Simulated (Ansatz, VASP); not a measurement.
This is a calculation of HfN for VASP 6.6.1.

The input POSCAR:

```
HfN
1.0
    0.0000000000      2.4871259940      2.4871259940
    2.4871259940      0.0000000000      2.4871259940
    2.4871259940      2.4871259940      0.0000000000
Hf N
1 1
Direct
    0.0000000000      0.0000000000      0.0000000000
    0.2500000000      0.2500000000      0.2500000000
```

Contents of INCAR.step1:

```
SYSTEM = HfN
PREC = Accurate
ENCUT = 520
EDIFF = 1E-5
ISMEAR = -1
SIGMA = 0.05
LREAL = .FALSE.
LASPH = .TRUE.
NELM = 100
ALGO = Normal
ISIF = 2
LWAVE = .TRUE.
NBANDS = 14
GGA = PE
```

Contents of INCAR.step2:

```
SYSTEM = HfN
PREC = Accurate
ENCUT = 520
EDIFF = 1E-6
ISMEAR = -1
SIGMA = 0.05
LREAL = .FALSE.
LASPH = .TRUE.
NELM = 100
ALGO = Normal
ISIF = 2
LWAVE = .FALSE.
LCHARG = .TRUE.
GGA = PE
LHFCALC = .TRUE.
HFSCREEN = 0.2079
PRECFOCK = Normal
LELF = .TRUE.
LVHAR = .TRUE.
NBANDS = 14
ISTART = 1
```

The input KPOINTS:

```
Automatic mesh
0
G
  6 6 6
  0 0 0
```

Potentials or basis: VASP PAW PBE potentials, release 64 (Hf_pv, N).

The run is started by

```sh
$ cat potpaw_PBE.64/Hf_pv/POTCAR potpaw_PBE.64/N/POTCAR > POTCAR
$ cp INCAR.step1 INCAR
$ mpirun -np 1 vasp_std > vasp.out
$ cp INCAR.step2 INCAR
$ mpirun -np 1 vasp_std > vasp.out
```

Question: Translate it to Ansatz 0.2.0. Potentials there: Ansatz PAW.

Answer: As run (the cutoff follows the program's own potentials):

File input:

```
crystal:
  lattice:
    - [0.0, 2.487125994, 2.487125994]
    - [2.487125994, 0.0, 2.487125994]
    - [2.487125994, 2.487125994, 0.0]
  atoms:
    - { symbol: Hf, position: [0.0, 0.0, 0.0] }
    - { symbol: "N", position: [0.25, 0.25, 0.25] }
hamiltonian:
  xc: hse06
  pseudopotentials: { kind: paw }
kpoints:
  mp_grid: { grid: [6, 6, 6] }
scf:
  occupations: { method: fermi_dirac, width: 0.05 }
output:
  forces: true
  stress: true
  eigenvalues: true
```

Both were run:

|  | VASP | Ansatz | Ansatz less VASP |
| --- | --- | --- | --- |
| gap on the k mesh at the Fermi level (eV) | none | none | - |
| pressure (GPa) | -11.7 | -9.2 | +2.49 |

A gap of «none» marks a metal or a gap that the smearing closes. VASP's potentials hold 15 valence electrons a cell and Ansatz's 31, so a difference there can come from the potentials and not from the codes.

The k mesh is coarse, so the values compare programs but aren't converged. Spin-orbit coupling is off throughout.
